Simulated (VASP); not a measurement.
# Ge (C2/c) in VASP: a series of runs, part 2 of 2

VASP 6.6.1. Earlier steps stand in the parts before.

### 3 Single point, PBEsol (strain +0.0125 x Voigt [0, 0, 0, 0, 0, 1])

Input file INCAR:

```
PREC = Accurate
ENCUT = 520
EDIFF = 1E-6
ISMEAR = 0
SIGMA = 0.15
LREAL = F
LASPH = T
NELM = 100
ALGO = Fast
ISIF = 2
LWAVE = F
LCHARG = F
GGA = PS
NBANDS = 21
```

Input file KPOINTS:

```
Automatic mesh
0
Gamma
  20 20 20
```

Input file POSCAR:

```
Ge
1.0
   -2.4793301062      2.6352636375      1.4369470000
    2.4793301062     -2.6352636375      1.4369470000
    2.5124658938      2.6664623625     -1.4369470000
Ge
2
Direct
    0.1859430000      0.9359430000      0.2500000000
    0.8140570000      0.0640570000      0.7500000000
```

Potentials or basis: VASP PAW PBE potentials, release 64 (Ge_d).

Started as:

```bash
$ cat potpaw_PBE.64/Ge_d/POTCAR > POTCAR
$ mpirun -np 1 vasp_std > vasp.out
```

OUTCAR:

```text
PREC = Accurate
   ENCUT = 520
   EDIFF = 1E-6
   ISMEAR = 0
   LREAL = F
   LASPH = T
   NELM = 100
   ISIF = 2
   GGA = PS

 ion  position               nearest neighbor table
   1  0.186  0.936  0.250-   2 2.68   2 2.68   2 2.72   2 2.72
   2  0.814  0.064  0.750-   1 2.68   1 2.68   1 2.72   1 2.72

  LATTYP: Found a base centered monoclinic cell.
 ALAT       =     7.2364887106
 B/A-ratio  =     0.3971392916
 C/A-ratio  =     0.6898226052
 COS(beta)  =    -0.6806648101

  Lattice vectors:

 A1 = (  -2.4793301062,   2.6352636375,  -1.4369470000)
 A2 = (  -2.4793301062,   2.6352636375,   1.4369470000)
 A3 = (   4.9917960000,   0.0311987250,   0.0000000000)

Analysis of symmetry for initial positions (statically):
=====================================================================
 Subroutine PRICEL returns:
 Original cell was already a primitive cell.

 Routine SETGRP: Setting up the symmetry group for a
 base centered monoclinic supercell.

 Subroutine GETGRP returns: Found  4 space group operations
 (whereof  2 operations were pure point group operations)
 out of a pool of  4 trial point group operations.

The static configuration has the point symmetry S_2 .
 The point group associated with its full space group is C_2h.

Analysis of symmetry for dynamics (positions and initial velocities):
=====================================================================
 Subroutine PRICEL returns:
 Original cell was already a primitive cell.

 Routine SETGRP: Setting up the symmetry group for a
 base centered monoclinic supercell.

 Subroutine GETGRP returns: Found  4 space group operations
 (whereof  2 operations were pure point group operations)
 out of a pool of  4 trial point group operations.

The dynamic configuration has the point symmetry S_2 .
 The point group associated with its full space group is C_2h.

 Subroutine INISYM returns: Found  4 space group operations
 (whereof  2 operations are pure point group operations),
 and found     1 'primitive' translations

----------------------------------------------------------------------------------------

                                     Primitive cell

  volume of cell :      38.0275

  direct lattice vectors                    reciprocal lattice vectors
    -2.479330106  2.635263638  1.436947000    -0.001178907  0.188625188  0.347959946
     2.479330106 -2.635263638  1.436947000     0.200336525 -0.001252103  0.347959946
     2.512465894  2.666462362 -1.436947000     0.199157618  0.187373085  0.000000000

  length of vectors
     3.893136126  3.893136126  3.935393637     0.395799160  0.401512658  0.273445478

  position of ions in fractional coordinates (direct lattice)
     0.185943000  0.935943000  0.250000000
     0.814057000  0.064057000  0.750000000

  ion indices of the primitive-cell ions
   primitive index   ion index
                 1           1
                 2           2

----------------------------------------------------------------------------------------

 KPOINTS: Automatic mesh

Automatic generation of k-mesh.
 Grid dimensions read from file:
 generate k-points for:   20   20   20

 Generating k-lattice:

  Cartesian coordinates                     Fractional coordinates (reciprocal lattice)
    -0.000058945  0.009431259  0.017397997     0.050000000 -0.000000000  0.000000000
     0.010016826 -0.000062605  0.017397997     0.000000000  0.050000000  0.000000000
     0.009957881  0.009368654  0.000000000     0.000000000  0.000000000  0.050000000

  Length of vectors
     0.019789958  0.020075633  0.013672274

  Shift w.r.t. Gamma in fractional coordinates (k-lattice)
     0.000000000  0.000000000  0.000000000

 Subroutine IBZKPT returns following result:
 ===========================================

 Found   2112 irreducible k-points:

 Following reciprocal coordinates:
            Coordinates               Weight
  0.000000  0.000000  0.000000      1.000000
  0.050000 -0.000000  0.000000      4.000000
  0.100000 -0.000000  0.000000      4.000000
  0.150000 -0.000000  0.000000      4.000000
  0.200000 -0.000000  0.000000      4.000000
  0.250000  0.000000  0.000000      4.000000
[... 16 lines left out ...]
 -0.450000  0.050000  0.000000      4.000000
 -0.400000  0.050000  0.000000      4.000000
 [... further k-points ...]
   k-points           NKPTS =   2112   k-points in BZ     NKDIM =   2112   number of bands    NBANDS=     21
   number of dos      NEDOS =    301   number of ions     NIONS =      2
   total plane-waves  NPLWV =  27000
   dimension x,y,z NGX =    30 NGY =   30 NGZ =   30
   dimension x,y,z NGXF=    60 NGYF=   60 NGZF=   60
   ions per type =               2
   NGX,Y,Z   is equivalent  to a cutoff of  12.81, 12.81, 12.67 a.u.
   NGXF,Y,Z  is equivalent  to a cutoff of  25.62, 25.62, 25.35 a.u.
 SYSTEM =  unknown system
   PREC   = accura    normal or accurate (medium, high low for compatibility)
   ISTART =      0    job   : 0-new  1-cont  2-samecut
   ICHARG =      2    charge: 1-file 2-atom 10-const
   ISPIN  =      1    spin polarized calculation?
   LNONCOLLINEAR =      F non collinear calculations
   LSORBIT =      F    spin-orbit coupling
   LASPH  =      T    aspherical Exc in radial PAW
   ENCUT  =  520.0 eV  38.22 Ry    6.18 a.u.   7.24  7.24  7.32*2*pi/ulx,y,z
   NELM   =    100;   NELMIN=  2; NELMDL= -5     # of ELM steps
   EDIFF  = 0.1E-05   stopping-criterion for ELM
   LREAL  =      F    real-space projection
   EDIFFG = 0.1E-04   stopping-criterion for IOM
   NSW    =      0    number of steps for IOM
   IBRION =     -1    ionic relax: 0-MD 1-quasi-New 2-CG
   NFREE  =      0    steps in history (QN), initial steepest desc. (CG)
   ISIF   =      2    stress and relaxation
   ISYM   =      2    0-nonsym 1-usesym 2-fastsym
   POTIM  = 0.5000    time-step for ionic-motion
   TEBEG  =    0.0;   TEEND  =   0.0 temperature during run
   PSTRESS=    0.0 pullay stress
   NELECT =      28.0000    total number of electrons
   NUPDOWN=      -1.0000    fix difference up-down
   EMIN   =  10.00;   EMAX   =-10.00  energy-range for DOS
   EFERMI =   0.00;   METHOD = LEGACY
   ISMEAR =     0;   SIGMA  =   0.15  broadening in eV -4-tet -1-fermi 0-gaus
   EFERMI_NEDOS =   21; number of points for ismear=-14 and -15
   IALGO  =     68    algorithm
   IMIX   =      4    mixing-type and parameters
     AMIX     =   0.40;   BMIX     =  1.00
     AMIX_MAG =   1.60;   BMIX_MAG =  1.00
  volume/ion in A,a.u.               =      19.01       128.31
  Fermi-wavevector in a.u.,A,eV,Ry     =   1.478296  2.793575 29.733635  2.185360
  Thomas-Fermi vector in A             =   2.592595
   LORBIT       =      0    0 simple, 1 ext, 2 COOP (PROOUT), +10 PAW based schemes
   GGA     = PS    functional components
   LHFCALC =     F    Hartree Fock is set to
   AEXX    =    0.0000 exact exchange contribution
   IVDW    =     0    specifies the selected vdW correction
   LEPSILON=     F    determine dielectric tensor
   LRPA    =     F    only Hartree local field effects (RPA)
 non-spin polarized calculation
 RMM-DIIS sequential band-by-band and
 Gauss-broadening in eV      SIGMA  =   0.15
  energy-cutoff  :      520.00
  volume of cell :       38.03
 maximum number of plane-waves:      1045
 NGX is ok and might be reduce to    30
   NGX = 15   NGY = 15   NGZ = 15

 number of electron      28.0000012 magnetization

 Free energy of the ion-electron system (eV)
  ---------------------------------------------------
  ext. energy  EPLUGINS =         0.00000000
  ---------------------------------------------------
  free energy    TOTEN  =        -9.51525581 eV

  energy without entropy =       -9.50562932  energy(sigma->0) =       -9.51044256

 E-fermi :   6.3723     XC(G=0): -11.3403

 val. band max:        6.3722428987   @ k =  -0.3000   0.4000   0.1500
 cond. band min:       6.3743118526   @ k =  -0.1500  -0.4500   0.1000
 fundamental gap:      0.0020689539
 Fermi energy:         6.3722649013

 k-point     1 :       0.0000    0.0000    0.0000
  band No.  band energies     occupation
      1     -18.2827      2.00000
      2     -18.2057      2.00000
      3     -18.2036      2.00000
      4     -18.2008      2.00000
      5     -18.1672      2.00000
      6     -18.1294      2.00000
[... 13 lines left out ...]
     20      17.1235      0.00000
     21      19.0456      0.00000
[... 529 lines left out ...]
 k-point    24 :      -0.4000    0.0500    0.0000
  band No.  band energies     occupation
      1     -18.2073      2.00000
      2     -18.1781      2.00000
      3     -18.1545      2.00000
      4     -18.1488      2.00000
      5     -18.1377      2.00000
      6     -18.1295      2.00000
[... 13 lines left out ...]
     20      15.5257      0.00000
     21      19.6761      0.00000

 [... further k-points ...]
[... 5 lines left out ...]
  --------------------------------------------------------------------------------------
  -------------------------------------------------------------------------------------
  Total       -0.4565476     -0.7046194     -0.5726961     -0.1393745      0.0000000     -0.0000000
  in kB      -19.2352926    -29.6870655    -24.1288641     -5.8721343      0.0000000     -0.0000000
  external PRESSURE =     -24.3504074 kB  Pullay stress =       0.0000000 kB

 VOLUME and BASIS-vectors are now :
 -----------------------------------------------------------------------------
  energy-cutoff  :      520.00
  volume of cell :       38.03
      direct lattice vectors                 reciprocal lattice vectors
    -2.479330106  2.635263638  1.436947000    -0.001178907  0.188625188  0.347959946
     2.479330106 -2.635263638  1.436947000     0.200336525 -0.001252103  0.347959946
     2.512465894  2.666462362 -1.436947000     0.199157618  0.187373085  0.000000000

 POSITION                                       TOTAL-FORCE (eV/Angst)
 -----------------------------------------------------------------------------------
      2.48761     -1.30983      1.25285        -0.000000     -0.000000     -0.048558
      0.02485      3.97629      0.18409         0.000000      0.000000      0.048558
 -----------------------------------------------------------------------------------
    total drift:                                0.000000      0.000000     -0.000000

  FREE ENERGIE OF THE ION-ELECTRON SYSTEM (eV)
  ---------------------------------------------------
  free  energy   TOTEN  =        -9.5152558143 eV

  energy  without entropy=       -9.5056293152  energy(sigma->0) =       -9.51044256
```

OSZICAR:

```text
N       E                     dE             d eps       ncg     rms          rms(c)
DAV:   1     0.173406311063E+03    0.17341E+03   -0.14218E+04101811   0.378E+03
DAV:   2     0.142214106568E+02   -0.15918E+03   -0.15440E+03 89307   0.589E+02
DAV:   3    -0.889659234989E+01   -0.23118E+02   -0.22919E+02101129   0.132E+02
DAV:   4    -0.954793304766E+01   -0.65134E+00   -0.65081E+00 99277   0.258E+01
DAV:   5    -0.955765054291E+01   -0.97175E-02   -0.97172E-02100914   0.345E+00    0.205E+00
RMM:   6    -0.952676126806E+01    0.30889E-01   -0.30029E-02111885   0.230E+00    0.114E+00
RMM:   7    -0.951556566381E+01    0.11196E-01   -0.21706E-02113319   0.164E+00    0.121E-01
RMM:   8    -0.951518020545E+01    0.38546E-03   -0.30428E-03114734   0.822E-01    0.554E-02
RMM:   9    -0.951524363312E+01   -0.63428E-04   -0.59403E-04121331   0.219E-01    0.364E-02
RMM:  10    -0.951525321779E+01   -0.95847E-05   -0.15016E-04115909   0.172E-01    0.665E-03
RMM:  11    -0.951525390312E+01   -0.68533E-06   -0.49948E-05116085   0.840E-02    0.801E-03
RMM:  12    -0.951525608572E+01   -0.21826E-05   -0.19411E-05 94360   0.420E-02    0.111E-02
RMM:  13    -0.951525581429E+01    0.27143E-06   -0.25159E-06 65739   0.186E-02
   1 F= -.95152558E+01 E0= -.95104426E+01  d E =-.962650E-02
```

stdout:

```text
POSCAR found type information on POSCAR Ge
 POSCAR found :  1 types and       2 ions
 scaLAPACK will be used
 -----------------------------------------------------------------------------
|                                                                             |
|                                                                             |
|     You enforced a specific xc type in the INCAR file but a different       |
|     I HOPE YOU KNOW WHAT YOU ARE DOING!                                     |
|                                                                             |
 -----------------------------------------------------------------------------

 LDA part: xc-table for (Slater+PW92), standard interpolation
 POSCAR, INCAR and KPOINTS ok, starting setup
 FFT: planning ... GRIDC
 FFT: planning ... GRID_SOFT
 FFT: planning ... GRID
 WAVECAR not read
 entering main loop
WARNING in EDDRMM: call to ZHEGV failed, returncode =   6  3     15
WARNING in EDDRMM: call to ZHEGV failed, returncode =   6  3     16
WARNING in EDDRMM: call to ZHEGV failed, returncode =   6  3     17
WARNING in EDDRMM: call to ZHEGV failed, returncode =   6  3     18
WARNING in EDDRMM: call to ZHEGV failed, returncode =   6  3     15
WARNING in EDDRMM: call to ZHEGV failed, returncode =   6  3     16
WARNING in EDDRMM: call to ZHEGV failed, returncode =   6  3     19
WARNING in EDDRMM: call to ZHEGV failed, returncode =   6  3     16
```

Wall time 30 min (1 thread of Oxide Virtual Turin-like, shared host); peak memory 1.2 GiB.

Results:

| Quantity | Value |
| --- | --- |
| Free energy | -9.5153 eV |
| Pressure | -2.4 GPa |
| Largest force | 0.049 eV/Å |
| Band gap on the k mesh | zero (bands 14 and 15 overlap by 5.78 eV) |

Forces in eV/Å, atoms in the order of the input:
```
Ge   0.000  0.000 -0.049
Ge   0.000  0.000  0.049
```

Caveat: the cell differs from its parent crystal (strain +0.0125 x Voigt [0, 0, 0, 0, 0, 1]); the PAW data sets were made with another functional, which shifts forces and pressure a little.
